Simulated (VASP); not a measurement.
# CdS (F-43m) in VASP: further runs

The runs below take CdS through single point, relaxation of cell and atoms, with PBEsol.

Program: VASP 6.6.1. These are calculated values, not measurements. Logs are shortened: lines on timing, memory, paths and dates and some standing lists are left out, and cuts for length are marked.

## (1) The cell of the first run

It takes space group F-43m (No. 216, cubic). The conventional cell has a = 5.825 Å, b = 5.825 Å, c = 5.825 Å, α = 90.00°, β = 90.00°, γ = 90.00°. Within 3.3 Å of Cd (site symmetry -43m) lie 4 S at 2.52 Å. S (site symmetry -43m) has 4 Cd at 2.52 Å within 3.3 Å.

## (2) Single point, PBEsol

File INCAR:

```
ALGO     = Normal         # electronic algorithm
EDIFF    = 1E-6           # SCF threshold, eV
ENCUT    = 520            # plane-wave cutoff, eV
GGA      = PS             # functional
ISIF     = 2              # what is computed and relaxed
ISMEAR   = 0              # smearing method
LASPH    = T              # aspherical terms in the spheres
LCHARG   = F              # write CHGCAR
LREAL    = F              # projectors in reciprocal space
LWAVE    = F              # write WAVECAR
NBANDS   = 16             # bands
NELM     = 60             # most SCF steps
PREC     = Accurate       # precision mode
SIGMA    = 0.02           # smearing width, eV
```

File KPOINTS:

```
k-points
0
Gamma
  10 10 10
```

File POSCAR:

```
CdS
1.0
    0.0000000000      2.9122768240      2.9122768240
    2.9122768240      0.0000000000      2.9122768240
    2.9122768240      2.9122768240      0.0000000000
Cd S
1 1
Direct
    0.0000000000      0.0000000000      0.0000000000
    0.2500000000      0.2500000000      0.2500000000
```

Potentials or basis: VASP PAW PBE potentials, release 64 (Cd, S).

On the command line:

```console
$ cat potpaw_PBE.64/Cd/POTCAR potpaw_PBE.64/S/POTCAR > POTCAR
$ mpirun -np 1 vasp_std > vasp.out
```

OUTCAR:

```text
EDIFF = 1E-6
   ENCUT = 520
   GGA = PS
   ISIF = 2
   ISMEAR = 0
   LASPH = T
   LREAL = F
   NELM = 60
   PREC = Accurate

 ion  position               nearest neighbor table
   1  0.000  0.000  0.000-   2 2.52   2 2.52   2 2.52   2 2.52
   2  0.250  0.250  0.250-   1 2.52   1 2.52   1 2.52   1 2.52

  LATTYP: Found a face centered cubic cell.
 ALAT       =     5.8245536480

  Lattice vectors:

 A1 = (   0.0000000000,   2.9122768240,   2.9122768240)
 A2 = (   2.9122768240,   0.0000000000,   2.9122768240)
 A3 = (   2.9122768240,   2.9122768240,   0.0000000000)

Analysis of symmetry for initial positions (statically):
=====================================================================
 Subroutine PRICEL returns:
 Original cell was already a primitive cell.

 Routine SETGRP: Setting up the symmetry group for a
 face centered cubic supercell.

 Subroutine GETGRP returns: Found 24 space group operations
 (whereof 24 operations were pure point group operations)
 out of a pool of 48 trial point group operations.

The static configuration has the point symmetry T_d .

Analysis of symmetry for dynamics (positions and initial velocities):
=====================================================================
 Subroutine PRICEL returns:
 Original cell was already a primitive cell.

 Routine SETGRP: Setting up the symmetry group for a
 face centered cubic supercell.

 Subroutine GETGRP returns: Found 24 space group operations
 (whereof 24 operations were pure point group operations)
 out of a pool of 48 trial point group operations.

The dynamic configuration has the point symmetry T_d .

 Subroutine INISYM returns: Found 24 space group operations
 (whereof 24 operations are pure point group operations),
 and found     1 'primitive' translations

----------------------------------------------------------------------------------------

                                     Primitive cell

  volume of cell :      49.4001

  direct lattice vectors                    reciprocal lattice vectors
     0.000000000  2.912276824  2.912276824    -0.171686976  0.171686976  0.171686976
     2.912276824  0.000000000  2.912276824     0.171686976 -0.171686976  0.171686976
     2.912276824  2.912276824  0.000000000     0.171686976  0.171686976 -0.171686976

  length of vectors
     4.118581382  4.118581382  4.118581382     0.297370565  0.297370565  0.297370565

  position of ions in fractional coordinates (direct lattice)
     0.000000000  0.000000000  0.000000000
[... 77 lines left out ...]
   NELM   =     60;   NELMIN=  2; NELMDL= -5     # of ELM steps
   EDIFF  = 0.1E-05   stopping-criterion for ELM
   LREAL  =      F    real-space projection
   EDIFFG = 0.1E-04   stopping-criterion for IOM
   NSW    =      0    number of steps for IOM
   IBRION =     -1    ionic relax: 0-MD 1-quasi-New 2-CG
   NFREE  =      0    steps in history (QN), initial steepest desc. (CG)
   ISIF   =      2    stress and relaxation
   ISYM   =      2    0-nonsym 1-usesym 2-fastsym
   POTIM  = 0.5000    time-step for ionic-motion
   TEBEG  =    0.0;   TEEND  =   0.0 temperature during run
   PSTRESS=    0.0 pullay stress
   NELECT =      18.0000    total number of electrons
   NUPDOWN=      -1.0000    fix difference up-down
   EMIN   =  10.00;   EMAX   =-10.00  energy-range for DOS
   EFERMI =   0.00;   METHOD = LEGACY
   ISMEAR =     0;   SIGMA  =   0.02  broadening in eV -4-tet -1-fermi 0-gaus
   EFERMI_NEDOS =   21; number of points for ismear=-14 and -15
   IALGO  =     38    algorithm
   IMIX   =      4    mixing-type and parameters
     AMIX     =   0.40;   BMIX     =  1.00
     AMIX_MAG =   1.60;   BMIX_MAG =  1.00
  volume/ion in A,a.u.               =      24.70       166.68
  Fermi-wavevector in a.u.,A,eV,Ry     =   1.169292  2.209642 18.602484  1.367244
  Thomas-Fermi vector in A             =   2.305767
   LORBIT       =      0    0 simple, 1 ext, 2 COOP (PROOUT), +10 PAW based schemes
   GGA     = PS    functional components
   LHFCALC =     F    Hartree Fock is set to
   AEXX    =    0.0000 exact exchange contribution
   IVDW    =     0    specifies the selected vdW correction
   LEPSILON=     F    determine dielectric tensor
   LRPA    =     F    only Hartree local field effects (RPA)
 non-spin polarized calculation
 Gauss-broadening in eV      SIGMA  =   0.02
  energy-cutoff  :      520.00
  volume of cell :       49.40
 maximum number of plane-waves:      1363
   NGX = 15   NGY = 15   NGZ = 15

 number of electron      18.0000004 magnetization

 Free energy of the ion-electron system (eV)
  ---------------------------------------------------
  ext. energy  EPLUGINS =         0.00000000
  ---------------------------------------------------
  free energy    TOTEN  =        -6.81346582 eV

  energy without entropy =       -6.81346582  energy(sigma->0) =       -6.81346582

 E-fermi :   1.3635     XC(G=0):  -9.3988

 val. band max:        1.2491732431   @ k =   0.0000   0.0000   0.0000
 cond. band min:       2.2664761166   @ k =   0.0000   0.0000   0.0000
 fundamental gap:      1.0173028736
 Fermi energy:         1.3635419218

 k-point     1 :       0.0000    0.0000    0.0000
  band No.  band energies     occupation
      1     -11.1626      2.00000
      2      -6.4962      2.00000
      3      -6.4962      2.00000
      4      -6.4962      2.00000
      5      -6.0019      2.00000
      6      -6.0019      2.00000
[... 433 lines left out ...]
      3      -6.2317      2.00000
      4      -6.1943      2.00000
      5      -5.9336      2.00000
      6      -5.8160      2.00000
[... 8 lines left out ...]
     15      13.5724      0.00000
     16      15.7513      0.00000

 [... further k-points ...]

------------------------ aborting loop because EDIFF is reached ----------------------------------------

  FORCE on cell =-STRESS in cart. coord.  units (eV):
  Direction    XX          YY          ZZ          XY          YZ          ZX
  --------------------------------------------------------------------------------------
  -------------------------------------------------------------------------------------
  Total        0.1187441      0.1187441      0.1187441     -0.0000000     -0.0000000      0.0000000
  in kB        3.8511881      3.8511881      3.8511881     -0.0000000     -0.0000000      0.0000000
  external PRESSURE =       3.8511881 kB  Pullay stress =       0.0000000 kB

 VOLUME and BASIS-vectors are now :
 -----------------------------------------------------------------------------
  energy-cutoff  :      520.00
  volume of cell :       49.40
      direct lattice vectors                 reciprocal lattice vectors
     0.000000000  2.912276824  2.912276824    -0.171686976  0.171686976  0.171686976
     2.912276824  0.000000000  2.912276824     0.171686976 -0.171686976  0.171686976
     2.912276824  2.912276824  0.000000000     0.171686976  0.171686976 -0.171686976

 POSITION                                       TOTAL-FORCE (eV/Angst)
 -----------------------------------------------------------------------------------
      0.00000      0.00000      0.00000         0.000000     -0.000000      0.000000
      1.45614      1.45614      1.45614        -0.000000      0.000000     -0.000000
 -----------------------------------------------------------------------------------
    total drift:                               -0.000000     -0.000000     -0.000000

  FREE ENERGIE OF THE ION-ELECTRON SYSTEM (eV)
  ---------------------------------------------------
  free  energy   TOTEN  =        -6.8134658232 eV

  energy  without entropy=       -6.8134658232  energy(sigma->0) =       -6.81346582
```

OSZICAR:

```text
N       E                     dE             d eps       ncg     rms          rms(c)
DAV:   1     0.106526177158E+03    0.10653E+03   -0.89932E+03  1528   0.102E+03
DAV:   2    -0.316731995138E+01   -0.10969E+03   -0.10347E+03  1832   0.249E+02
DAV:   3    -0.728765831153E+01   -0.41203E+01   -0.41107E+01  1912   0.506E+01
DAV:   4    -0.731215411833E+01   -0.24496E-01   -0.24494E-01  1888   0.386E+00
DAV:   5    -0.731247172981E+01   -0.31761E-03   -0.31761E-03  1872   0.415E-01    0.787E+00
DAV:   6    -0.683603171617E+01    0.47644E+00   -0.78970E-01  2320   0.122E+01    0.633E+00
DAV:   7    -0.681598865507E+01    0.20043E-01   -0.16411E-01  1856   0.288E+00    0.301E+00
DAV:   8    -0.681363275974E+01    0.23559E-02   -0.16958E-02  1792   0.164E+00    0.252E-01
DAV:   9    -0.681338992242E+01    0.24284E-03   -0.20137E-03  1808   0.682E-01    0.517E-02
DAV:  10    -0.681342676733E+01   -0.36845E-04   -0.19496E-04  1928   0.163E-01    0.577E-02
DAV:  11    -0.681346883874E+01   -0.42071E-04   -0.68538E-05  1832   0.754E-02    0.199E-02
DAV:  12    -0.681346522753E+01    0.36112E-05   -0.14382E-05  1976   0.469E-02    0.810E-03
DAV:  13    -0.681346582320E+01   -0.59567E-06   -0.23727E-06  1816   0.893E-03
   1 F= -.68134658E+01 E0= -.68134658E+01  d E =-.212772E-18
```

stdout:

```text
POSCAR found type information on POSCAR CdS
 POSCAR found :  2 types and       2 ions
 scaLAPACK will be used
 -----------------------------------------------------------------------------
|                                                                             |
|                                                                             |
|     You enforced a specific xc type in the INCAR file but a different       |
|     I HOPE YOU KNOW WHAT YOU ARE DOING!                                     |
|                                                                             |
 -----------------------------------------------------------------------------

 LDA part: xc-table for (Slater+PW92), standard interpolation
 POSCAR, INCAR and KPOINTS ok, starting setup
 FFT: planning ... GRIDC
 FFT: planning ... GRID_SOFT
 FFT: planning ... GRID
 WAVECAR not read
 entering main loop
```

Run time: 34 s. Hardware: 1 thread of AMD EPYC 7R13 (Zen 3), shared host; peak memory 0.16 GiB.

What came out:

```yaml
Free_energy: -6.8135 eV
Pressure: 0.4 GPa
Band_gap_on_the_k_mesh: 1.02 eV, direct
```

Caveat: the PAW data sets were made with another functional, which shifts forces and pressure a little.

## (3) Relaxation of cell and atoms, PBEsol

This run uses another cell than the first one, of 24.81 Å³/atom, 1.004 times its volume.

File INCAR:

```
ALGO = Normal
EDIFF = 1E-7
EDIFFG = -0.01
ENCUT = 600
GGA = PS
IBRION = 2
ISIF = 3
ISMEAR = 0
LASPH = True
LCHARG = False
LREAL = False
LWAVE = False
NELM = 100
NSW = 80
PREC = Accurate
SIGMA = 0.02
```

KPOINTS is that of step 2.

File POSCAR:

```
CdS
1.0
    0.0000000000      2.9165000000      2.9165000000
    2.9165000000      0.0000000000      2.9165000000
    2.9165000000      2.9165000000      0.0000000000
Cd S
1 1
Direct
    0.0000000000      0.0000000000      0.0000000000
    0.2500000000      0.2500000000      0.2500000000
```

Potentials or basis: VASP PAW PBE potentials, release 64 (Cd, S).

On the command line:

```console
$ cat potpaw_PBE.64/Cd/POTCAR potpaw_PBE.64/S/POTCAR > POTCAR
$ mpirun -np 1 vasp_std > vasp.out
```

It took 72 s on 1 thread of AMD EPYC 7R13 (Zen 3), shared host; peak memory 0.21 GiB.

It converged, with:

```
Free energy                            : -6.8140 eV
Relaxed volume                         : 24.86 Å³/atom
Relaxed cell                           : a = 4.127 Å, b = 4.127 Å, c = 4.127 Å, α = 60.00°, β = 60.00°, γ = 60.00°
Space group after relaxing (to 0.05 Å) : F-43m (No. 216)
Energy gained by relaxing              : 0.0 meV/atom
Ionic steps                            : 2
Pressure after relaxing                : 0.0 GPa
Band gap on the k mesh                 : 1.00 eV, direct
```

Final structure:
```xyz
2
Lattice="0.0000 2.9184 2.9184 2.9184 0.0000 2.9184 2.9184 2.9184 0.0000" Properties=species:S:1:pos:R:3 pbc="T T T"
Cd    2.9184    5.8367    2.9184
S     1.4592    1.4592    1.4592
```

Levels at points of the mesh, in eV from the valence-band top:
```tsv
k point	band 5	band 6	band 7	band 8	band 9	band 10	band 11	band 12	band 13
(0.00, 0.00, 0.00)	-7.24	-7.24	0.00	0.00	0.00	1.00	6.45	6.45	6.45
(0.50, 0.00, 0.00)	-7.20	-6.86	-4.47	-0.76	-0.76	2.89	6.91	6.91	7.32
(0.50, 0.50, 0.00)	-7.15	-6.79	-4.01	-1.91	-1.91	3.40	4.25	9.07	10.66
```

Caveat: the PAW data sets were made with another functional, which shifts forces and pressure a little. PBEsol gaps usually lie below the measured ones, often by a third to a half.
